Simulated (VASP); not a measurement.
Here is a VASP 6.6.1 calculation.

Contents of INCAR:

```
SYSTEM = SiC
ALGO = Normal
EDIFF = 1E-6
ENCUT = 520
ISIF = 2
ISMEAR = -1
LASPH = .True.
LCHARG = .True.
LELF = .True.
LREAL = .False.
LVHAR = .True.
LWAVE = .False.
NBANDS = 16
NELM = 60
PREC = Accurate
SIGMA = 0.05
```

Contents of KPOINTS:

```
k-points
0
Gamma
  10 10 5
  0 0 0
```

Contents of POSCAR:

```
SiC
1.0
    3.0132068704      0.0000000000      0.0000000000
   -1.5066034352      2.6095136966      0.0000000000
    0.0000000000      0.0000000000      4.9449506768
Si C
2 2
Direct
    0.6666666667      0.3333333333      0.5000000000
    0.3333333333      0.6666666667      0.0000000000
    0.6666666667      0.3333333333      0.8850000000
    0.3333333333      0.6666666667      0.3850000000
```

Potentials or basis: VASP PAW LDA potentials, release 64 (Si, C).

Run with:

```console
$ cat potpaw_LDA.64/Si/POTCAR potpaw_LDA.64/C/POTCAR > POTCAR
$ mpirun -np 1 vasp_std > vasp.out
```

**Question.** What does it give for the largest force?

**Answer.** 0.836 eV/Å.

**Question.** Estimate the pressure.

**Answer.** 11.4 GPa.

Forces in eV/Å, atoms in the order of the input:
```
Si   0.000  0.000  0.836
Si   0.000  0.000  0.836
C    0.000  0.000 -0.836
C    0.000  0.000 -0.836
```
